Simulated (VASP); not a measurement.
Bi2Te3:

```
Bi Te
1.0
     2.23601    1.29096   10.36504
    -2.23601    1.29096   10.36504
     0.00000   -2.58192   10.36504
Bi Te
2 3
Direct
  0.60000 0.60000 0.60000
  0.40000 0.40000 0.40000
  0.79050 0.79050 0.79050
  0.20950 0.20950 0.20950
  0.00000 0.00000 0.00000
```

Base run:

```yaml
Program: VASP 6.6.1
Functional: PBEsol
Dispersion: D4
Potentials_or_basis: VASP PAW PBE potentials, release 64 (Bi_d, Te)
Cutoff: 520 eV
k_mesh: 7 × 7 × 7
Occupations: fermi-dirac, width 0.05 eV
Spin: no spin polarisation
```

Its results: band gap on the k mesh 0.26 eV; pressure -4.3 GPa; largest force 0.433 eV/Å.

**Question.** The run is repeated on the same cell with these changes: functional from PBEsol to BLYP. What comes out?

**Answer.** Band gap on the k mesh 0.34 eV; pressure -1.6 GPa; largest force 0.267 eV/Å.

BLYP binds less tightly than PBEsol, so the same cell stands under more pressure.

Caveats: the PAW data sets were made with another functional, which shifts forces and pressure a little; spin-orbit coupling is left out, which moves the levels of the heavy elements; an odd mesh through Γ misses points on the zone boundary, where band edges can lie; the cell stands under tension (at least some runs).
